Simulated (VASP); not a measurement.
The system is BaCd3Se4.

```
Ba Cd Se
1.0
     5.70255    0.00000    0.00000
    -2.85128    4.93856    0.00000
     0.00000    0.00000    7.70503
Ba Cd Se
1 3 4
Direct
  0.00000 0.00000 0.00000
  0.33333 0.66667 0.50000
  0.66667 0.33333 0.50000
  0.00000 0.00000 0.50000
  0.33333 0.66667 0.78437
  0.33333 0.66667 0.21563
  0.66667 0.33333 0.21563
  0.66667 0.33333 0.78437
```

The cell was generated, and may not be a known phase.

| Item | Value |
| --- | --- |
| Program | VASP 6.6.1 |
| Task | relaxation of cell and atoms |
| Functional | PBE |
| Potentials or basis | VASP PAW PBE potentials, release 64 (Ba_sv, Cd, Se) |
| Cutoff | 600 eV |
| k mesh | 3 × 3 × 2 |
| Occupations | gaussian, width 0.15 eV |
| Spin | no spin polarisation |

At the start: pressure 12.7 GPa; volume 27.12 Å³/atom.

**Question.** How do energy, volume and symmetry change on relaxing?

**Answer.** Over 8 steps the energy falls by 322.3 meV/atom and the volume is 29.88 Å³/atom (+10.2 %); space group P6/mmm (No. 191, to 0.1 Å) before and after.

Step by step:
```
step  energy change (eV)  largest force (eV/Å)  pressure (GPa)  volume (Å³)
   1              0.0000                4.8609           12.67       216.99
   2             -1.0221                0.4811           -5.63       286.29
   3             -2.4984                0.1456           -1.77       246.34
   4             -2.5327                0.1284           -1.33       244.23
   5             -2.5321                0.4609            1.27       234.89
   6             -2.5731                0.0406           -0.48       240.57
   7             -2.5778                0.1021            0.13       238.39
   8             -2.5786                0.0513           -0.06       239.03
```

Final structure:
```
Ba Cd Se
1.0
     5.73090    0.00000    0.00000
    -2.86545    4.96310    0.00000
     0.00000    0.00000    8.40383
Ba Cd Se
1 3 4
Direct
  0.00000 0.00000 0.00000
  0.33333 0.66667 0.50000
  0.66667 0.33333 0.50000
  0.00000 0.00000 0.50000
  0.33333 0.66667 0.79843
  0.33333 0.66667 0.20157
  0.66667 0.33333 0.20157
  0.66667 0.33333 0.79843
```

Caveat: the k points lie up to 0.42 Å⁻¹ apart in the final cell, too coarse for converged energies and pressures of a metal; the relaxation stopped at a loose force limit of 0.08 eV/Å, so its end isn't a converged minimum.
